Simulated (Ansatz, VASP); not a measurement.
## One calculation of BRu4, two programs

```
CELL_PARAMETERS angstrom
-2.58990 2.58990 2.58990
2.58990 -2.58990 2.58990
2.58990 2.58990 -2.58990
ATOMIC_POSITIONS crystal
B 0.00000 0.00000 0.00000
Ru 0.50000 0.50000 0.50000
Ru 0.50000 0.00000 0.00000
Ru 0.00000 0.00000 0.50000
Ru 0.00000 0.50000 0.00000
```

Change from the starting cell: species swapped into the Hg4Pt type (Im-3m, No. 229).

Alike in both runs: task relaxation of cell and atoms; functional PBE; k mesh 10 × 10 × 10; occupations gaussian, width 0.1 eV; no spin polarisation.

|  | VASP | Ansatz |
| --- | --- | --- |
| version | VASP 6.6.1 | Ansatz 0.2.0 |
| potentials or method | VASP PAW PBE potentials, release 64 (B, Ru_pv), cutoff 600 eV | scalar-relativistic, plane waves, PAW |
| valence electrons in the cell | 59 | 67 |

|  | VASP | Ansatz | Ansatz less VASP |
| --- | --- | --- | --- |
| gap on the k mesh at the Fermi level, each at its own relaxed structure (eV) | none | none | - |
| relaxed volume (Å³/atom) | 13.92 | 13.92 | +0.003 |
| relaxed cell length with the largest relative difference (Å) | 4.488 | 4.488 | +0.0003 |

A gap of «none» marks a metal or a gap that the smearing closes. VASP's potentials hold 59 valence electrons a cell and Ansatz's 67, so a difference there can come from the potentials and not from the codes.
